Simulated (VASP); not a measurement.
# Na (I4/mmm) in VASP: notebook

The runs below take Na through single point, with PBE.

Everything below comes from runs of VASP 6.6.1. Logs are shortened: lines on timing, memory, paths and dates and some standing lists are left out, and cuts for length are marked.

## (1) The cell of the first run

It takes space group I4/mmm (No. 139, tetragonal). The conventional cell has a = 4.129 Å, b = 4.129 Å, c = 4.341 Å, α = 90.00°, β = 90.00°, γ = 90.00°. Within 4.8 Å of Na (site symmetry 4/mmm) lie 14 Na at 3.64 to 4.34 Å.

## (2) Single point, PBE (strain -0.025 along x and y, +0.025 along z)

INCAR

```
ALGO = Normal
EDIFF = 1E-6
ENCUT = 520
GGA = PE
ISIF = 2
ISMEAR = 0
LASPH = True
LCHARG = True
LELF = True
LREAL = False
LVHAR = True
LWAVE = False
NBANDS = 10
NELM = 100
PREC = Accurate
SIGMA = 0.15
```

KPOINTS

```
k-points
0
Gamma
  16 16 16
```

POSCAR

```
Na
1.0
   -2.0645625000      2.0645625000      2.1704375000
    2.0645625000     -2.0645625000      2.1704375000
    2.0645625000      2.0645625000     -2.1704375000
Na
1
Direct
    0.0000000000      0.0000000000      0.0000000000
```

Potentials or basis: VASP PAW PBE potentials, release 64 (Na_pv).

Command:

```console
> cat potpaw_PBE.64/Na_pv/POTCAR > POTCAR
> mpirun -np 1 vasp_std > vasp.out
```

OUTCAR:

```text
EDIFF = 1E-6
   ENCUT = 520
   GGA = PE
   ISIF = 2
   ISMEAR = 0
   LASPH = True
   LREAL = False
   NELM = 100
   PREC = Accurate

 ion  position               nearest neighbor table
   1  0.000  0.000  0.000-

  LATTYP: Found a body centered tetragonal cell.
 ALAT       =     4.1291250000
 C/A-ratio  =     1.0512820513

  Lattice vectors:

 A1 = (  -2.0645625000,   2.0645625000,   2.1704375000)
 A2 = (   2.0645625000,  -2.0645625000,   2.1704375000)
 A3 = (   2.0645625000,   2.0645625000,  -2.1704375000)

Analysis of symmetry for initial positions (statically):
=====================================================================
 Subroutine PRICEL returns:
 Original cell was already a primitive cell.

 Routine SETGRP: Setting up the symmetry group for a
 body centered tetragonal supercell.

 Subroutine GETGRP returns: Found 16 space group operations
 (whereof 16 operations were pure point group operations)
 out of a pool of 16 trial point group operations.

The static configuration has the point symmetry D_4h.

Analysis of symmetry for dynamics (positions and initial velocities):
=====================================================================
 Subroutine PRICEL returns:
 Original cell was already a primitive cell.

 Routine SETGRP: Setting up the symmetry group for a
 body centered tetragonal supercell.

 Subroutine GETGRP returns: Found 16 space group operations
 (whereof 16 operations were pure point group operations)
 out of a pool of 16 trial point group operations.

The dynamic configuration has the point symmetry D_4h.

 Subroutine INISYM returns: Found 16 space group operations
 (whereof 16 operations are pure point group operations),
 and found     1 'primitive' translations

----------------------------------------------------------------------------------------

                                     Primitive cell

  volume of cell :      37.0053

  direct lattice vectors                    reciprocal lattice vectors
    -2.064562500  2.064562500  2.170437500     0.000000000  0.242182060  0.230368301
     2.064562500 -2.064562500  2.170437500     0.242182060  0.000000000  0.230368301
     2.064562500  2.064562500 -2.170437500     0.242182060  0.242182060  0.000000000

  length of vectors
     3.638081304  3.638081304  3.638081304     0.334247969  0.334247969  0.342497154

  position of ions in fractional coordinates (direct lattice)
     0.000000000  0.000000000  0.000000000

  ion indices of the primitive-cell ions
   primitive index   ion index
                 1           1

----------------------------------------------------------------------------------------

 KPOINTS: k-points

Automatic generation of k-mesh.
 Grid dimensions read from file:
 generate k-points for:   16   16   16

 Generating k-lattice:

  Cartesian coordinates                     Fractional coordinates (reciprocal lattice)
     0.000000000  0.015136379  0.014398019     0.062500000  0.000000000  0.000000000
     0.015136379  0.000000000  0.014398019     0.000000000  0.062500000  0.000000000
     0.015136379  0.015136379  0.000000000     0.000000000  0.000000000  0.062500000

  Length of vectors
     0.020890498  0.020890498  0.021406072

  Shift w.r.t. Gamma in fractional coordinates (k-lattice)
     0.000000000  0.000000000  0.000000000

 Subroutine IBZKPT returns following result:
 ===========================================

 Found    349 irreducible k-points:

 Following reciprocal coordinates:
            Coordinates               Weight
  0.000000  0.000000  0.000000      1.000000
  0.062500  0.000000  0.000000      8.000000
  0.125000  0.000000  0.000000      8.000000
  0.187500  0.000000 -0.000000      8.000000
  0.250000  0.000000  0.000000      8.000000
  0.312500  0.000000 -0.000000      8.000000
[... 16 lines left out ...]
 -0.125000  0.062500  0.000000     16.000000
 -0.062500  0.062500  0.000000      4.000000
 [... further k-points ...]
   k-points           NKPTS =    349   k-points in BZ     NKDIM =    349   number of bands    NBANDS=     10
   number of dos      NEDOS =    301   number of ions     NIONS =      1
   total plane-waves  NPLWV =  21952
   dimension x,y,z NGX =    28 NGY =   28 NGZ =   28
   dimension x,y,z NGXF=    56 NGYF=   56 NGZF=   56
   ions per type =               1
   NGX,Y,Z   is equivalent  to a cutoff of  12.79, 12.79, 12.79 a.u.
   NGXF,Y,Z  is equivalent  to a cutoff of  25.59, 25.59, 25.59 a.u.
 SYSTEM =  unknown system
   PREC   = accura    normal or accurate (medium, high low for compatibility)
   ISTART =      0    job   : 0-new  1-cont  2-samecut
   ICHARG =      2    charge: 1-file 2-atom 10-const
   ISPIN  =      1    spin polarized calculation?
   LNONCOLLINEAR =      F non collinear calculations
   LSORBIT =      F    spin-orbit coupling
   LASPH  =      T    aspherical Exc in radial PAW
   ENCUT  =  520.0 eV  38.22 Ry    6.18 a.u.   6.76  6.76  6.76*2*pi/ulx,y,z
   NELM   =    100;   NELMIN=  2; NELMDL= -5     # of ELM steps
   EDIFF  = 0.1E-05   stopping-criterion for ELM
   LREAL  =      F    real-space projection
   EDIFFG = 0.1E-04   stopping-criterion for IOM
   NSW    =      0    number of steps for IOM
   IBRION =     -1    ionic relax: 0-MD 1-quasi-New 2-CG
   NFREE  =      0    steps in history (QN), initial steepest desc. (CG)
   ISIF   =      2    stress and relaxation
   ISYM   =      2    0-nonsym 1-usesym 2-fastsym
   POTIM  = 0.5000    time-step for ionic-motion
   TEBEG  =    0.0;   TEEND  =   0.0 temperature during run
   PSTRESS=    0.0 pullay stress
   NELECT =       7.0000    total number of electrons
   NUPDOWN=      -1.0000    fix difference up-down
   EMIN   =  10.00;   EMAX   =-10.00  energy-range for DOS
   EFERMI =   0.00;   METHOD = LEGACY
   ISMEAR =     0;   SIGMA  =   0.15  broadening in eV -4-tet -1-fermi 0-gaus
   EFERMI_NEDOS =   21; number of points for ismear=-14 and -15
   IALGO  =     38    algorithm
   IMIX   =      4    mixing-type and parameters
     AMIX     =   0.40;   BMIX     =  1.00
     AMIX_MAG =   1.60;   BMIX_MAG =  1.00
  volume/ion in A,a.u.               =      37.01       249.72
  Fermi-wavevector in a.u.,A,eV,Ry     =   0.939766  1.775900 12.016123  0.883160
  Thomas-Fermi vector in A             =   2.067111
   LORBIT       =      0    0 simple, 1 ext, 2 COOP (PROOUT), +10 PAW based schemes
   GGA     = PE    functional components
   LHFCALC =     F    Hartree Fock is set to
   AEXX    =    0.0000 exact exchange contribution
   IVDW    =     0    specifies the selected vdW correction
   LEPSILON=     F    determine dielectric tensor
   LRPA    =     F    only Hartree local field effects (RPA)
 non-spin polarized calculation
 Gauss-broadening in eV      SIGMA  =   0.15
  energy-cutoff  :      520.00
  volume of cell :       37.01
 maximum number of plane-waves:      1016
   NGX = 13   NGY = 13   NGZ = 13

 number of electron       7.0000003 magnetization

 Free energy of the ion-electron system (eV)
  ---------------------------------------------------
  ext. energy  EPLUGINS =         0.00000000
  ---------------------------------------------------
  free energy    TOTEN  =        -1.31395514 eV

  energy without entropy =       -1.30882784  energy(sigma->0) =       -1.31139149

 E-fermi :   0.3335     XC(G=0):  -6.5069

 val. band max:        0.3185374761   @ k =  -0.2500  -0.3750   0.2500
 cond. band min:       0.3523413755   @ k =   0.5000   0.1875  -0.0000
 fundamental gap:      0.0338038995
 Fermi energy:         0.3334892167

 k-point     1 :       0.0000    0.0000    0.0000
  band No.  band energies     occupation
      1     -24.5662      2.00000
      2     -24.5662      2.00000
      3     -24.5660      2.00000
      4      -2.9478      2.00000
      5      11.8494      0.00000
      6      11.8494      0.00000
      7      12.5932      0.00000
      8      12.7276      0.00000
      9      13.3356      0.00000
     10      13.4592      0.00000

 k-point     2 :       0.0625    0.0000    0.0000
  band No.  band energies     occupation
      1     -24.5675      2.00000
      2     -24.5666      2.00000
      3     -24.5661      2.00000
      4      -2.8799      2.00000
      5      10.9025      0.00000
      6      11.5087      0.00000
      7      12.2100      0.00000
      8      12.2813      0.00000
      9      12.7739      0.00000
     10      13.6678      0.00000

 k-point     3 :       0.1250    0.0000    0.0000
  band No.  band energies     occupation
      1     -24.5714      2.00000
      2     -24.5679      2.00000
      3     -24.5661      2.00000
      4      -2.6767      2.00000
      5       9.2986      0.00000
      6      10.8858      0.00000
      7      11.5953      0.00000
      8      11.7973      0.00000
      9      12.3560      0.00000
     10      13.7999      0.00000

 k-point     4 :       0.1875    0.0000   -0.0000
  band No.  band energies     occupation
      1     -24.5773      2.00000
      2     -24.5698      2.00000
      3     -24.5660      2.00000
      4      -2.3398      2.00000
      5       7.7168      0.00000
      6      10.2740      0.00000
      7      11.0296      0.00000
      8      11.2179      0.00000
      9      12.0412      0.00000
     10      13.9086      0.00000
[... 222 lines left out ...]
 k-point    22 :      -0.1875    0.0625    0.0000
  band No.  band energies     occupation
      1     -24.5751      2.00000
      2     -24.5686      2.00000
      3     -24.5667      2.00000
      4      -2.4642      2.00000
      5       8.4843      0.00000
      6       9.9815      0.00000
      7      10.7739      0.00000
      8      11.9852      0.00000
      9      12.3521      0.00000
     10      13.6194      0.00000

 k-point    23 :      -0.1250    0.0625    0.0000
  band No.  band energies     occupation
      1     -24.5703      2.00000
      2     -24.5671      2.00000
      3     -24.5666      2.00000
      4      -2.7376      2.00000
      5      10.0646      0.00000
      6      10.7214      0.00000
      7      11.2523      0.00000
      8      12.0611      0.00000
      9      12.7642      0.00000
     10      13.7621      0.00000

 k-point    24 :      -0.0625    0.0625    0.0000
  band No.  band energies     occupation
      1     -24.5676      2.00000
      2     -24.5665      2.00000
      3     -24.5662      2.00000
      4      -2.8765      2.00000
      5      11.3330      0.00000
      6      11.5355      0.00000
      7      11.5533      0.00000
      8      12.1313      0.00000
      9      12.8590      0.00000
     10      13.9528      0.00000

 [... further k-points ...]

------------------------ aborting loop because EDIFF is reached ----------------------------------------

  FORCE on cell =-STRESS in cart. coord.  units (eV):
  Direction    XX          YY          ZZ          XY          YZ          ZX
  --------------------------------------------------------------------------------------
  -------------------------------------------------------------------------------------
  Total       -0.0048288     -0.0048288     -0.0138415      0.0000000      0.0000000      0.0000000
  in kB       -0.2090664     -0.2090664     -0.5992811      0.0000000      0.0000000      0.0000000
  external PRESSURE =      -0.3391380 kB  Pullay stress =       0.0000000 kB

 VOLUME and BASIS-vectors are now :
 -----------------------------------------------------------------------------
  energy-cutoff  :      520.00
  volume of cell :       37.01
      direct lattice vectors                 reciprocal lattice vectors
    -2.064562500  2.064562500  2.170437500     0.000000000  0.242182060  0.230368301
     2.064562500 -2.064562500  2.170437500     0.242182060  0.000000000  0.230368301
     2.064562500  2.064562500 -2.170437500     0.242182060  0.242182060  0.000000000

 POSITION                                       TOTAL-FORCE (eV/Angst)
 -----------------------------------------------------------------------------------
      0.00000      0.00000      0.00000         0.000000     -0.000000      0.000000
 -----------------------------------------------------------------------------------
    total drift:                               -0.000000     -0.000000     -0.000000

  FREE ENERGIE OF THE ION-ELECTRON SYSTEM (eV)
  ---------------------------------------------------
  free  energy   TOTEN  =        -1.3139551449 eV

  energy  without entropy=       -1.3088278400  energy(sigma->0) =       -1.31139149
```

Wall time 60 s (1 thread of Intel Xeon Platinum 8259CL at 2.50GHz (Skylake/Cascade Lake), shared host); peak memory 0.22 GiB.

What came out:

* Free energy: -1.3140 eV
* Pressure: 0.0 GPa

Caveat: the cell differs from its parent crystal (strain -0.025 along x and y, +0.025 along z).

(Continued in part 2 of 2.)
